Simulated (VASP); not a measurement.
A run of VASP 6.6.1 is set up as follows.

File INCAR:

```
PREC = Accurate
ENCUT = 520
EDIFF = 1E-6
ISMEAR = 0
SIGMA = 0.1
LREAL = F
LASPH = T
NELM = 60
ALGO = Normal
ISIF = 2
LWAVE = F
LCHARG = F
GGA = PE
NBANDS = 26
```

Contents of KPOINTS:

```
Automatic mesh
0
Gamma
  4 4 4
```

The input POSCAR:

```
InAs
1.0
    0.0000000000      3.5653176027      3.5653176027
    3.5653176027      0.0000000000      3.5653176027
    3.5653176027      3.5653176027      0.0000000000
In As
2 2
Direct
    0.5000000000      0.5000000000      0.5000000000
    0.7500000000      0.7500000000      0.7500000000
    0.0000000000      0.0000000000      0.0000000000
    0.2500000000      0.2500000000      0.2500000000
```

Potentials or basis: VASP PAW PBE potentials, release 64 (In_d, As).

Command:

```sh
$ cat potpaw_PBE.64/In_d/POTCAR potpaw_PBE.64/As/POTCAR > POTCAR
$ mpirun -np 1 vasp_std > vasp.out
```

Q: What does it give for the pressure?

A: 0.0 GPa.

Q: Predict the band gap on the k mesh.

A: Zero (bands 18 and 19 overlap by 2.92 eV).

Caveat: the k points lie up to 0.38 Å⁻¹ apart, too coarse for converged energies and pressures of a metal; spin-orbit coupling is left out, which moves the levels of the heavy elements.
